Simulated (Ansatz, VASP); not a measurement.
## Two plane-wave programs on Zn3CdTe4

Contents of INCAR:

```
PREC = Accurate
ENCUT = 520
EDIFF = 1E-6
ISMEAR = 0
SIGMA = 0.1
LREAL = F
LASPH = T
NELM = 80
ALGO = Normal
ISIF = 2
LWAVE = F
LCHARG = F
GGA = PE
NBANDS = 46
```

The input KPOINTS:

```
regular mesh
0
Gamma
  4 4 2
```

File POSCAR:

```
Zn3CdTe4
1.0
    4.4408876000      0.0000000000      0.0000000000
    0.0000000000      4.4408876000      0.0000000000
    0.0000000000      0.0000000000     12.6147679000
Zn Cd Te
3 1 4
Direct
    0.0000000000      0.0000000000      0.7595800000
    0.5000000000      0.5000000000      0.0000000000
    0.0000000000      0.0000000000      0.2404200000
    0.5000000000      0.5000000000      0.5000000000
    0.5000000000      0.0000000000      0.8798210000
    0.0000000000      0.5000000000      0.1201790000
    0.5000000000      0.0000000000      0.3599050000
    0.0000000000      0.5000000000      0.6400950000
```

Input for Ansatz:

```yaml
crystal:
  lattice:
    - [4.4408876, 0.0, 0.0]
    - [0.0, 4.4408876, 0.0]
    - [0.0, 0.0, 12.6147679]
  atoms:
    - { symbol: Zn, position: [0.0, 0.0, 0.75958] }
    - { symbol: Zn, position: [0.5, 0.5, 0.0] }
    - { symbol: Zn, position: [0.0, 0.0, 0.24042] }
    - { symbol: Cd, position: [0.5, 0.5, 0.5] }
    - { symbol: Te, position: [0.5, 0.0, 0.879821] }
    - { symbol: Te, position: [0.0, 0.5, 0.120179] }
    - { symbol: Te, position: [0.5, 0.0, 0.359905] }
    - { symbol: Te, position: [0.0, 0.5, 0.640095] }
basis:
  ecutwfc: 420
kpoints:
  mp_grid: { grid: [4, 4, 2] }
hamiltonian:
  xc: pbe
scf:
  occupations: { method: gaussian, width: 0.1 }
  lower_state_search: "off"
output:
  forces: true
  stress: true
  eigenvalues: true
```

Alike in both runs: task single point; functional PBE; k mesh 4 × 4 × 2; occupations gaussian, width 0.1 eV; no spin polarisation.

|  | VASP | Ansatz |
| --- | --- | --- |
| version | VASP 6.6.1 | Ansatz 0.2.0 |
| potentials or method | VASP PAW PBE potentials, release 64 (Zn, Cd, Te), cutoff 520 eV | scalar-relativistic, plane waves, PAW |
| valence electrons in the cell | 72 | 120 |

|  | VASP | Ansatz | Ansatz less VASP |
| --- | --- | --- | --- |
| gap on the k mesh at the Fermi level (eV) | 0.87 | 0.87 | +0.001 |
| least direct gap on the mesh (eV) | 0.87 | 0.87 | +0.001 |
| pressure (GPa) | 0.2 | 0.1 | -0.08 |
| traceless stress, the component that is largest in VASP (GPa) | -0.16 | -0.16 | +0.001 |
| rms of the force components (eV/Å) | 0.004 | 0.002 | -0.0016 |

Atom by atom the forces differ by 0.002 eV/Å (rms over components). VASP's potentials hold 72 valence electrons a cell and Ansatz's 120, so a difference there can come from the potentials and not from the codes.

Spin-orbit coupling is off throughout.
